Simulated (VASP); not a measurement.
# CdGeAs2 (P-4m2) in VASP: a series of runs

CdGeAs2 is run at these levels: PBEsol; tasks: single point, relaxation of cell and atoms.

Everything below comes from runs of VASP 6.6.1. Logs are shortened: lines on timing, memory, paths and dates and some standing lists are left out, and cuts for length are marked.

## Step 1: The cell of the first run

It takes space group P-4m2 (No. 115, tetragonal). The conventional cell has a = 4.074 Å, b = 4.074 Å, c = 6.058 Å, α = 90.00°, β = 90.00°, γ = 90.00°. Within 3.4 Å of Cd (site symmetry -4m2) lie 4 As at 2.59 Å. Ge (site symmetry -4m2) has 4 As at 2.49 Å within 3.3 Å. As (site symmetry 2mm) has 2 Ge at 2.49 Å and 2 Cd at 2.59 Å within 3.3 Å.

## Step 2: Single point, PBEsol

Contents of INCAR:

```
PREC = Accurate
ENCUT = 520
EDIFF = 1E-6
ISMEAR = 0
SIGMA = 0.1
LREAL = F
LASPH = T
NELM = 60
ALGO = Normal
ISIF = 2
LWAVE = F
LCHARG = F
GGA = PS
NBANDS = 26
```

Contents of KPOINTS:

```
regular mesh
0
Gamma
  10 10 8
```

Contents of POSCAR:

```
CdGeAs2
1.0
    4.0735243876      0.0000000000      0.0000000000
    0.0000000000      4.0735243876      0.0000000000
    0.0000000000      0.0000000000      6.0577127366
Cd Ge As
1 1 2
Direct
    0.0000000000      0.0000000000      0.5000000000
    0.5000000000      0.5000000000      0.0000000000
    0.5000000000      0.0000000000      0.7645042341
    0.0000000000      0.5000000000      0.2354957659
```

Potentials or basis: VASP PAW PBE potentials, release 64 (Cd, Ge_d, As).

On the command line:

```sh
$ cat potpaw_PBE.64/Cd/POTCAR potpaw_PBE.64/Ge_d/POTCAR potpaw_PBE.64/As/POTCAR > POTCAR
$ mpirun -np 1 vasp_std > vasp.out
```

OUTCAR:

```text
PREC = Accurate
   ENCUT = 520
   EDIFF = 1E-6
   ISMEAR = 0
   LREAL = F
   LASPH = T
   NELM = 60
   ISIF = 2
   GGA = PS

 ion  position               nearest neighbor table
   1  0.000  0.000  0.500-   3 2.59   4 2.59   4 2.59   3 2.59
   2  0.500  0.500  0.000-   3 2.49   4 2.49   3 2.49   4 2.49
   3  0.500  0.000  0.765-   2 2.49   2 2.49   1 2.59   1 2.59
   4  0.000  0.500  0.235-   2 2.49   2 2.49   1 2.59   1 2.59

  LATTYP: Found a simple tetragonal cell.
 ALAT       =     4.0735243876
 C/A-ratio  =     1.4870937695

  Lattice vectors:

 A1 = (   4.0735243876,   0.0000000000,   0.0000000000)
 A2 = (   0.0000000000,   4.0735243876,   0.0000000000)
 A3 = (   0.0000000000,   0.0000000000,   6.0577127366)

Analysis of symmetry for initial positions (statically):
=====================================================================
 Subroutine PRICEL returns:
 Original cell was already a primitive cell.

 Routine SETGRP: Setting up the symmetry group for a
 simple tetragonal supercell.

 Subroutine GETGRP returns: Found  8 space group operations
 (whereof  8 operations were pure point group operations)
 out of a pool of 16 trial point group operations.

The static configuration has the point symmetry D_2d.

Analysis of symmetry for dynamics (positions and initial velocities):
=====================================================================
 Subroutine PRICEL returns:
 Original cell was already a primitive cell.

 Routine SETGRP: Setting up the symmetry group for a
 simple tetragonal supercell.

 Subroutine GETGRP returns: Found  8 space group operations
 (whereof  8 operations were pure point group operations)
 out of a pool of 16 trial point group operations.

The dynamic configuration has the point symmetry D_2d.

 Subroutine INISYM returns: Found  8 space group operations
 (whereof  8 operations are pure point group operations),
 and found     1 'primitive' translations

----------------------------------------------------------------------------------------

                                     Primitive cell

  volume of cell :     100.5193

  direct lattice vectors                    reciprocal lattice vectors
     4.073524388  0.000000000  0.000000000     0.245487667  0.000000000  0.000000000
     0.000000000  4.073524388  0.000000000     0.000000000  0.245487667  0.000000000
     0.000000000  0.000000000  6.057712737     0.000000000  0.000000000  0.165078808

  length of vectors
     4.073524388  4.073524388  6.057712737     0.245487667  0.245487667  0.165078808

  position of ions in fractional coordinates (direct lattice)
     0.000000000  0.000000000  0.500000000
     0.500000000  0.500000000  0.000000000
     0.500000000  0.000000000  0.764504234
     0.000000000  0.500000000  0.235495766

  ion indices of the primitive-cell ions
   primitive index   ion index
                 1           1
                 2           2
                 3           3
                 4           4

----------------------------------------------------------------------------------------

 KPOINTS: regular mesh

Automatic generation of k-mesh.
 Grid dimensions read from file:
 generate k-points for:   10   10    8

 Generating k-lattice:

  Cartesian coordinates                     Fractional coordinates (reciprocal lattice)
     0.024548767  0.000000000  0.000000000     0.100000000  0.000000000  0.000000000
     0.000000000  0.024548767  0.000000000     0.000000000  0.100000000  0.000000000
     0.000000000  0.000000000  0.020634851     0.000000000  0.000000000  0.125000000

  Length of vectors
     0.024548767  0.024548767  0.020634851

  Shift w.r.t. Gamma in fractional coordinates (k-lattice)
     0.000000000  0.000000000  0.000000000

 Subroutine IBZKPT returns following result:
 ===========================================

 Found    105 irreducible k-points:

 Following reciprocal coordinates:
            Coordinates               Weight
  0.000000  0.000000  0.000000      1.000000
  0.100000  0.000000  0.000000      4.000000
  0.200000  0.000000  0.000000      4.000000
  0.300000  0.000000  0.000000      4.000000
  0.400000  0.000000  0.000000      4.000000
  0.500000  0.000000  0.000000      2.000000
[... 16 lines left out ...]
  0.100000  0.000000  0.125000      8.000000
  0.200000  0.000000  0.125000      8.000000
 [... further k-points ...]
   k-points           NKPTS =    105   k-points in BZ     NKDIM =    105   number of bands    NBANDS=     26
   number of dos      NEDOS =    301   number of ions     NIONS =      4
   total plane-waves  NPLWV =  43200
   dimension x,y,z NGX =    30 NGY =   30 NGZ =   48
   dimension x,y,z NGXF=    60 NGYF=   60 NGZF=   96
   ions per type =               1   1   2
   NGX,Y,Z   is equivalent  to a cutoff of  12.24, 12.24, 13.17 a.u.
   NGXF,Y,Z  is equivalent  to a cutoff of  24.49, 24.49, 26.35 a.u.
 SYSTEM =  unknown system
   PREC   = accura    normal or accurate (medium, high low for compatibility)
   ISTART =      0    job   : 0-new  1-cont  2-samecut
   ICHARG =      2    charge: 1-file 2-atom 10-const
   ISPIN  =      1    spin polarized calculation?
   LNONCOLLINEAR =      F non collinear calculations
   LSORBIT =      F    spin-orbit coupling
   LASPH  =      T    aspherical Exc in radial PAW
   ENCUT  =  520.0 eV  38.22 Ry    6.18 a.u.   7.57  7.57 11.26*2*pi/ulx,y,z
   NELM   =     60;   NELMIN=  2; NELMDL= -5     # of ELM steps
   EDIFF  = 0.1E-05   stopping-criterion for ELM
   LREAL  =      F    real-space projection
   EDIFFG = 0.1E-04   stopping-criterion for IOM
   NSW    =      0    number of steps for IOM
   IBRION =     -1    ionic relax: 0-MD 1-quasi-New 2-CG
   NFREE  =      0    steps in history (QN), initial steepest desc. (CG)
   ISIF   =      2    stress and relaxation
   ISYM   =      2    0-nonsym 1-usesym 2-fastsym
   POTIM  = 0.5000    time-step for ionic-motion
   TEBEG  =    0.0;   TEEND  =   0.0 temperature during run
   PSTRESS=    0.0 pullay stress
   NELECT =      36.0000    total number of electrons
   NUPDOWN=      -1.0000    fix difference up-down
   EMIN   =  10.00;   EMAX   =-10.00  energy-range for DOS
   EFERMI =   0.00;   METHOD = LEGACY
   ISMEAR =     0;   SIGMA  =   0.10  broadening in eV -4-tet -1-fermi 0-gaus
   EFERMI_NEDOS =   21; number of points for ismear=-14 and -15
   IALGO  =     38    algorithm
   IMIX   =      4    mixing-type and parameters
     AMIX     =   0.40;   BMIX     =  1.00
     AMIX_MAG =   1.60;   BMIX_MAG =  1.00
  volume/ion in A,a.u.               =      25.13       169.58
  Fermi-wavevector in a.u.,A,eV,Ry     =   1.162588  2.196973 18.389787  1.351611
  Thomas-Fermi vector in A             =   2.299148
   LORBIT       =      0    0 simple, 1 ext, 2 COOP (PROOUT), +10 PAW based schemes
   GGA     = PS    functional components
   LHFCALC =     F    Hartree Fock is set to
   AEXX    =    0.0000 exact exchange contribution
   IVDW    =     0    specifies the selected vdW correction
   LEPSILON=     F    determine dielectric tensor
   LRPA    =     F    only Hartree local field effects (RPA)
 non-spin polarized calculation
 Gauss-broadening in eV      SIGMA  =   0.10
  energy-cutoff  :      520.00
  volume of cell :      100.52
 maximum number of plane-waves:      2751
   NGX = 15   NGY = 15   NGZ = 23

 number of electron      35.9999976 magnetization

 Free energy of the ion-electron system (eV)
  ---------------------------------------------------
  ext. energy  EPLUGINS =         0.00000000
  ---------------------------------------------------
  free energy    TOTEN  =       -16.31293747 eV

  energy without entropy =      -16.31014153  energy(sigma->0) =      -16.31153950

 E-fermi :   3.0750     XC(G=0):  -9.5336

 val. band max:        3.0531823417   @ k =   0.2000   0.0000   0.1250
 cond. band min:       3.0839165640   @ k =   0.1000   0.0000   0.1250
 fundamental gap:      0.0307342223
 Fermi energy:         3.0749843190

 k-point     1 :       0.0000    0.0000    0.0000
  band No.  band energies     occupation
      1     -22.0279      2.00000
      2     -22.0279      2.00000
      3     -22.0233      2.00000
      4     -22.0171      2.00000
      5     -21.9933      2.00000
      6      -9.8981      2.00000
[... 18 lines left out ...]
     25      10.1371      0.00000
     26      12.2634      0.00000

 k-point     2 :       0.1000    0.0000    0.0000
  band No.  band energies     occupation
      1     -22.0284      2.00000
      2     -22.0279      2.00000
      3     -22.0226      2.00000
      4     -22.0169      2.00000
      5     -21.9934      2.00000
      6      -9.8351      2.00000
[... 18 lines left out ...]
     25      10.4823      0.00000
     26      11.6258      0.00000

 k-point     3 :       0.2000    0.0000    0.0000
  band No.  band energies     occupation
      1     -22.0296      2.00000
      2     -22.0278      2.00000
      3     -22.0212      2.00000
      4     -22.0164      2.00000
      5     -21.9937      2.00000
      6      -9.6532      2.00000
[... 18 lines left out ...]
     25      10.8709      0.00000
     26      10.8790      0.00000

 k-point     4 :       0.3000    0.0000    0.0000
  band No.  band energies     occupation
      1     -22.0308      2.00000
      2     -22.0278      2.00000
      3     -22.0200      2.00000
      4     -22.0153      2.00000
      5     -21.9941      2.00000
      6      -9.3796      2.00000
[... 18 lines left out ...]
     25      10.2385      0.00000
     26      10.4165      0.00000

 k-point     5 :       0.4000    0.0000    0.0000
  band No.  band energies     occupation
      1     -22.0316      2.00000
      2     -22.0277      2.00000
      3     -22.0194      2.00000
      4     -22.0142      2.00000
      5     -21.9945      2.00000
      6      -9.0818      2.00000
[... 18 lines left out ...]
     25       9.2645      0.00000
     26      10.1415      0.00000

 k-point     6 :       0.5000    0.0000    0.0000
  band No.  band energies     occupation
      1     -22.0319      2.00000
      2     -22.0277      2.00000
      3     -22.0193      2.00000
      4     -22.0137      2.00000
      5     -21.9946      2.00000
      6      -8.9274      2.00000
[... 427 lines left out ...]
 k-point    21 :       0.5000    0.5000    0.0000
  band No.  band energies     occupation
      1     -22.0317      2.00000
      2     -22.0317      2.00000
      3     -22.0145      2.00000
      4     -22.0110      2.00000
      5     -21.9961      2.00000
      6      -7.8710      2.00000
[... 18 lines left out ...]
     25      11.5823      0.00000
     26      12.0011      0.00000

 k-point    22 :       0.0000    0.0000    0.1250
  band No.  band energies     occupation
      1     -22.0279      2.00000
      2     -22.0279      2.00000
      3     -22.0233      2.00000
      4     -22.0170      2.00000
      5     -21.9933      2.00000
      6      -9.8714      2.00000
[... 18 lines left out ...]
     25      10.3837      0.00000
     26      11.4139      0.00000

 k-point    23 :       0.1000    0.0000    0.1250
  band No.  band energies     occupation
      1     -22.0284      2.00000
      2     -22.0279      2.00000
      3     -22.0226      2.00000
      4     -22.0169      2.00000
      5     -21.9934      2.00000
      6      -9.8091      2.00000
[... 18 lines left out ...]
     25      10.6559      0.00000
     26      11.2461      0.00000

 k-point    24 :       0.2000    0.0000    0.1250
  band No.  band energies     occupation
      1     -22.0296      2.00000
      2     -22.0278      2.00000
      3     -22.0212      2.00000
      4     -22.0164      2.00000
      5     -21.9937      2.00000
      6      -9.6298      2.00000
[... 18 lines left out ...]
     25      10.2400      0.00000
     26      10.7481      0.00000

 [... further k-points ...]

------------------------ aborting loop because EDIFF is reached ----------------------------------------

  FORCE on cell =-STRESS in cart. coord.  units (eV):
  Direction    XX          YY          ZZ          XY          YZ          ZX
  --------------------------------------------------------------------------------------
  -------------------------------------------------------------------------------------
  Total        0.1090659      0.1090659      0.1941853      0.0000000      0.0000000      0.0000000
  in kB        1.7384020      1.7384020      3.0951213      0.0000000      0.0000000      0.0000000
  external PRESSURE =       2.1906418 kB  Pullay stress =       0.0000000 kB

 VOLUME and BASIS-vectors are now :
 -----------------------------------------------------------------------------
  energy-cutoff  :      520.00
  volume of cell :      100.52
      direct lattice vectors                 reciprocal lattice vectors
     4.073524388  0.000000000  0.000000000     0.245487667  0.000000000  0.000000000
     0.000000000  4.073524388  0.000000000     0.000000000  0.245487667  0.000000000
     0.000000000  0.000000000  6.057712737     0.000000000  0.000000000  0.165078808

 POSITION                                       TOTAL-FORCE (eV/Angst)
 -----------------------------------------------------------------------------------
      0.00000      0.00000      3.02886         0.000000     -0.000000      0.000000
      2.03676      2.03676      0.00000         0.000000     -0.000000      0.000000
      2.03676      0.00000      4.63115        -0.000000     -0.000000      0.017349
      0.00000      2.03676      1.42657         0.000000      0.000000     -0.017349
 -----------------------------------------------------------------------------------
    total drift:                                0.000000      0.000000     -0.000000

  FREE ENERGIE OF THE ION-ELECTRON SYSTEM (eV)
  ---------------------------------------------------
  free  energy   TOTEN  =       -16.3129374683 eV

  energy  without entropy=      -16.3101415348  energy(sigma->0) =      -16.31153950
```

Run time: 2.8 min. Hardware: 1 thread of Oxide Virtual Turin-like, shared host; peak memory 0.37 GiB.

Results:

- Free energy: -16.3129 eV
- Pressure: 0.2 GPa
- Largest force: 0.017 eV/Å
- Band gap on the k mesh: zero (bands 18 and 19 overlap by 0.38 eV)

Forces in eV/Å, atoms in the order of the input:
```
Cd   0.000  0.000  0.000
Ge   0.000  0.000  0.000
As   0.000  0.000  0.017
As   0.000  0.000 -0.017
```

Levels at points of the mesh, in eV from the Fermi level:
```tsv
k point	band 16	band 17	band 18	band 19	band 20	band 21
(0.00, 0.00, 0.00)	-0.94	-0.39	0.18	0.18	0.69	2.31
(0.50, 0.00, 0.00)	-3.50	-2.37	-0.26	0.69	3.87	4.14
(0.50, 0.50, 0.00)	-2.84	-2.84	-1.90	1.00	1.22	1.22
(0.00, 0.00, 0.50)	-2.74	-0.80	-0.80	0.74	0.91	3.44
(0.50, 0.00, 0.50)	-1.81	-1.10	-0.61	-0.15	1.67	3.27
(0.50, 0.50, 0.50)	-3.39	-3.39	-3.00	2.51	3.71	3.71
```

Caveat: the PAW data sets were made with another functional, which shifts forces and pressure a little.

## Step 3: Relaxation of cell and atoms, PBEsol

This run uses another cell than the first one, of 25.35 Å³/atom.

Contents of INCAR:

```
SYSTEM = CdGeAs2
ALGO = Normal ; EDIFF = 1E-6
EDIFFG = -0.01 ; ENCUT = 600
GGA = PS ; IBRION = 2
ISIF = 3 ; ISMEAR = 0
LASPH = .TRUE. ; LCHARG = .FALSE.
LREAL = .FALSE. ; LWAVE = .FALSE.
NELM = 80 ; NSW = 80
PREC = Accurate ; SIGMA = 0.1
```

Contents of KPOINTS:

```
k-points
0
G
  10 10 8
  0 0 0
```

Contents of POSCAR:

```
CdGeAs2
1.0
    4.1441162574      0.0000000000      0.0000000000
    0.0000000000      4.1441162574      0.0000000000
    0.0000000000      0.0000000000      5.9039978346
Cd Ge As
1 1 2
Direct
    0.0000000000      0.0000000000      0.5000000000
    0.5000000000      0.5000000000      0.0000000000
    0.5000000000      0.0000000000      0.7697097067
    0.0000000000      0.5000000000      0.2302902933
```

Potentials or basis: VASP PAW PBE potentials, release 64 (Cd, Ge_d, As).

On the command line:

```sh
$ cat potpaw_PBE.64/Cd/POTCAR potpaw_PBE.64/Ge_d/POTCAR potpaw_PBE.64/As/POTCAR > POTCAR
$ mpirun -np 1 vasp_std > vasp.out
```

Wall time 21 min (1 thread of Oxide Virtual Turin-like, shared host); peak memory 0.47 GiB.

The run converged. Its results:

```
Free energy                           : -16.3136 eV
Relaxed volume                        : 25.21 Å³/atom
Relaxed cell                          : a = 4.072 Å, b = 4.072 Å, c = 6.083 Å, α = 90.00°, β = 90.00°, γ = 90.00°
Space group after relaxing (to 0.1 Å) : P-4m2 (No. 115)
Energy gained by relaxing             : 8.0 meV/atom
Ionic steps                           : 9
Pressure after relaxing               : 0.0 GPa
Largest force after relaxing          : 0.009 eV/Å
Band gap on the k mesh                : zero (bands 18 and 19 overlap by 0.38 eV)
```

Forces on the atoms (eV/Å):
```
Cd   0.000  0.000  0.000
Ge   0.000  0.000  0.000
As   0.000  0.000  0.009
As   0.000  0.000 -0.009
```

The path:
| step | energy change (eV) | largest force (eV/Å) | pressure (GPa) | volume (Å³) |
| --- | --- | --- | --- | --- |
| 1 | 0.0000 | 0.4098 | -0.18 | 101.39 |
| 2 | -0.0213 | 0.1742 | 0.03 | 100.97 |
| 3 | -0.0285 | 0.0570 | 0.23 | 100.58 |
| 4 | -0.0285 | 0.0758 | 0.26 | 100.55 |
| 5 | -0.0304 | 0.0698 | -0.17 | 101.20 |
| 6 | -0.0305 | 0.0686 | -0.28 | 101.33 |
| 7 | -0.0318 | 0.0309 | -0.10 | 101.02 |
| 8 | -0.0316 | 0.0208 | 0.13 | 100.62 |
| 9 | -0.0320 | 0.0094 | 0.04 | 100.86 |

Final structure:
```
Cd Ge As
1.0
     4.07190    0.00000    0.00000
     0.00000    4.07190    0.00000
     0.00000    0.00000    6.08290
Cd Ge As
1 1 2
Direct
  0.00000 0.00000 0.50000
  0.50000 0.50000 0.00000
  0.50000 0.00000 0.76479
  0.00000 0.50000 0.23521
```

Levels at points of the mesh, in eV from the Fermi level:
| k point | band 15 | band 16 | band 17 | band 18 | band 19 | band 20 | band 21 | band 22 |
| --- | --- | --- | --- | --- | --- | --- | --- | --- |
| (0.00, 0.00, 0.00) | -3.08 | -0.95 | -0.42 | 0.17 | 0.17 | 0.69 | 2.31 | 3.32 |
| (0.50, 0.00, 0.00) | -3.57 | -3.50 | -2.36 | -0.25 | 0.70 | 3.86 | 4.11 | 4.38 |
| (0.50, 0.50, 0.00) | -3.92 | -2.84 | -2.84 | -1.91 | 0.99 | 1.21 | 1.21 | 2.22 |
| (0.00, 0.00, 0.50) | -2.73 | -2.73 | -0.79 | -0.79 | 0.74 | 0.91 | 3.44 | 4.21 |
| (0.50, 0.00, 0.50) | -2.35 | -1.83 | -1.12 | -0.62 | -0.14 | 1.63 | 3.25 | 3.58 |
| (0.50, 0.50, 0.50) | -4.09 | -3.38 | -3.38 | -2.99 | 2.47 | 3.68 | 3.68 | 4.77 |

Caveat: the PAW data sets were made with another functional, which shifts forces and pressure a little.
